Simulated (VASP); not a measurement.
Set up this calculation in VASP 6.6.1, as the native input.

- Task: single point
- Functional: PBEsol
- Potentials or basis: VASP PAW PBE potentials, release 64 (Cr_pv)
- Cutoff: 520 eV
- k mesh: 9 × 9 × 5
- Occupations: fermi-dirac, width 0.05 eV
- Spin: collinear spin, ferromagnetic start
- Starting moments: [3.0, 3.0] μB
- Dipole correction: no
- Further INCAR settings: ALGO = Fast; EDIFF = 1e-06; NBANDS = 23

The structure of Cr lies in POSCAR:

```
Cr
1.0
    2.7140000000      0.0271400000      0.0000000000
   -1.3334960705      2.3368229459      0.0000000000
    0.0000000000      0.0000000000      4.4100000000
Cr
2
Direct
    0.6666666667      0.3333333333      0.7500000000
    0.3333333333      0.6666666667      0.2500000000
```

The input as run:

INCAR

```
PREC     = Accurate       # precision mode
ENCUT    = 520            # plane-wave cutoff, eV
EDIFF    = 1E-6           # SCF threshold, eV
ISMEAR   = -1             # smearing method
SIGMA    = 0.05           # smearing width, eV
LREAL    = F              # projectors in reciprocal space
LASPH    = T              # aspherical terms in the spheres
NELM     = 150            # most SCF steps
ALGO     = Fast           # electronic algorithm
ISIF     = 2              # what is computed and relaxed
LWAVE    = F              # write WAVECAR
LCHARG   = T              # write CHGCAR
ISPIN    = 2              # spin polarisation
MAGMOM   = 3 3            # initial moments
LORBIT   = 11             # projections on sites
LMAXMIX  = 4              # l up to which the mixer works
GGA      = PS             # functional
LELF     = T              # ELF
LVHAR    = T            
NBANDS   = 23             # bands
```

KPOINTS

```
Automatic mesh
0
Gamma
  9 9 5
```

Potentials or basis: VASP PAW PBE potentials, release 64 (Cr_pv).

The run is started by

```console
$ cat potpaw_PBE.64/Cr_pv/POTCAR > POTCAR
$ mpirun -np 1 vasp_std > vasp.out
```

Results of the run:

| Quantity | Value |
| --- | --- |
| Pressure | -32.5 GPa |
| Largest force | 0.044 eV/Å |
| Net moment | 1.52 μB per cell |
| Site moments | Cr +0.70 μB |
| Valence electrons inside the program's atomic spheres | Cr 10.71 |

Caveat: the stress differs along the axes, from -34 to -29 GPa; an empty level that is flat over the whole mesh can mark a ghost state of the potentials, or a narrow d or f band; the PAW data sets were made with another functional, which shifts forces and pressure a little.

It took 120 s on 1 thread of AMD EPYC 9R45 96-Core Processor (Zen 5) (shared host), peak memory 0.19 GiB.
